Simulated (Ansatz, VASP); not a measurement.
AlN: VASP beside Ansatz

```
Al N
1.0
     3.11100    0.00000    0.00000
    -1.55550    2.69421    0.00000
     0.00000    0.00000    4.97800
Al N
2 2
Direct
  0.31138 0.65059 0.99130
  0.64471 0.31726 0.49130
  0.33333 0.66667 0.38500
  0.66667 0.33333 0.88500
```

Change from the starting cell: all Al atoms moved -0.075 Å, as atom 1 along Cartesian [1 1 1].

Alike in both runs: task single point; functional PBE; k mesh 6 × 6 × 4; occupations gaussian, width 0.05 eV; no spin polarisation.

```csv
,VASP,Ansatz
version,VASP 6.6.1,Ansatz 0.2.0
potentials or method,"VASP PAW PBE potentials, release 64 (Al, N), cutoff 520 eV","scalar-relativistic, plane waves, PAW"
valence electrons in the cell,16,16
```

VASP gave:

* gap on the k mesh at the Fermi level (eV): 4.01
* least direct gap on the mesh (eV): 4.01
* pressure (GPa): 4.5
* traceless stress, the component that is largest in VASP (GPa): -5.16
* rms of the force components (eV/Å): 0.727

Problem. What did Ansatz give for the same quantities?

Solution. gap on the k mesh at the Fermi level (eV): 4.00; least direct gap on the mesh (eV): 4.00; pressure (GPa): 4.8; traceless stress, the component that is largest in VASP (GPa): -5.18; rms of the force components (eV/Å): 0.724.

Atom by atom the forces differ by 0.003 eV/Å (rms over components).
